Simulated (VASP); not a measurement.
Wanted: the native input for a VASP 6.6.1 run.

```yaml
Task: single point
Functional: PBE
Potentials_or_basis: VASP PAW PBE potentials, release 64 (Zn)
Cutoff: 520 eV
k_mesh: 1 × 1 × 26
Occupations: gaussian, width 0.05 eV
Spin: collinear spin, ferromagnetic start
Starting_moments: "[0.5, 0.5] μB"
Dipole_correction: no
Further_INCAR_settings: ALGO = Normal; EDIFF = 1e-06; NBANDS = 23
```

The structure of Zn lies in POSCAR:

```
Zn
1.0
   11.1000000000      0.0000000000      0.0000000000
    0.0000000000      9.3000000000      0.0000000000
    0.0000000000      0.0000000000      2.5045054628
Zn
2
Direct
    0.3919897671      0.5000000000      0.0000000000
    0.6080102329      0.5000000000      0.5000000000
```

The input as run:

INCAR

```
  ALGO = Normal
  EDIFF = 1E-6
  ENCUT = 520
  GGA = PE
  ISIF = 2
  ISMEAR = 0
  ISPIN = 2
  LASPH = T
  LCHARG = T
  LELF = T
  LORBIT = 11
  LREAL = F
  LVHAR = T
  LWAVE = F
  MAGMOM = 0.5 0.5
  NBANDS = 23
  NELM = 150
  PREC = Accurate
  SIGMA = 0.05
```

KPOINTS

```
k-points
0
Gamma
  1 1 26
```

Potentials or basis: VASP PAW PBE potentials, release 64 (Zn).

Launch:

```sh
$ cat potpaw_PBE.64/Zn/POTCAR > POTCAR
$ mpirun -np 1 vasp_std > vasp.out
```

It gave:

- Largest force: 0.019 eV/Å
- Band gap on the k mesh: zero (filled and empty bands overlap)
- Net moment: -0.01 μB per cell
- Valence electrons inside the program's atomic spheres: Zn 10.71

Wall time 3.7 min on 1 thread of Intel Xeon 6975P-C (shared host), peak memory 0.48 GiB.
